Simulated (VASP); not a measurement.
Wanted: the native input for a VASP 6.6.1 run.

```
Task                   : single point
Functional             : PBE
Potentials or basis    : VASP PAW PBE potentials, release 64 (Ti_sv, Si)
Cutoff                 : 520 eV
k mesh                 : 12 × 12 × 12
Occupations            : gaussian, width 0.15 eV
Spin                   : no spin polarisation
Dipole correction      : no
Further INCAR settings : ALGO = Normal; EDIFF = 1e-07; NBANDS = 29
```

The structure of TiSi2 lies in POSCAR:

```
TiSi2
1.0
    1.8055018188     -6.5435781134      0.0000000000
    1.8055018188      6.5435781134      0.0000000000
    0.0000000000      0.0000000000      3.6432799387
Ti Si
2 4
Direct
    0.8968075258      0.1031924742      0.7500000000
    0.1031924742      0.8968075258      0.2500000000
    0.5591373591      0.4408626409      0.7500000000
    0.4408626409      0.5591373591      0.2500000000
    0.2498287182      0.7501712818      0.7500000000
    0.7501712818      0.2498287182      0.2500000000
```

The input as run:

INCAR

```
PREC     = Accurate       # precision mode
ENCUT    = 520            # plane-wave cutoff, eV
EDIFF    = 1E-7           # SCF threshold, eV
ISMEAR   = 0              # smearing method
SIGMA    = 0.15           # smearing width, eV
LREAL    = F              # projectors in reciprocal space
LASPH    = T              # aspherical terms in the spheres
NELM     = 80             # most SCF steps
ALGO     = Normal         # electronic algorithm
ISIF     = 2              # what is computed and relaxed
LWAVE    = F              # write WAVECAR
LCHARG   = F              # write CHGCAR
GGA      = PE             # functional
NBANDS   = 29             # bands
```

KPOINTS

```
regular mesh
0
Gamma
  12 12 12
```

Potentials or basis: VASP PAW PBE potentials, release 64 (Ti_sv, Si).

Launch:

```console
$ cat potpaw_PBE.64/Ti_sv/POTCAR potpaw_PBE.64/Si/POTCAR > POTCAR
$ mpirun -np 1 vasp_std > vasp.out
```

Results of the run:

* Pressure: -0.7 GPa
* Largest force: 0.428 eV/Å
* Band gap on the k mesh: zero (band 20 reaches 10.80 eV, above the bottom of band 21 at 9.85 eV)

It took 8.4 min on 1 thread of Intel(R) Xeon(R) 6975P-C (Granite Rapids), on a shared host, peak memory 0.7 GiB.
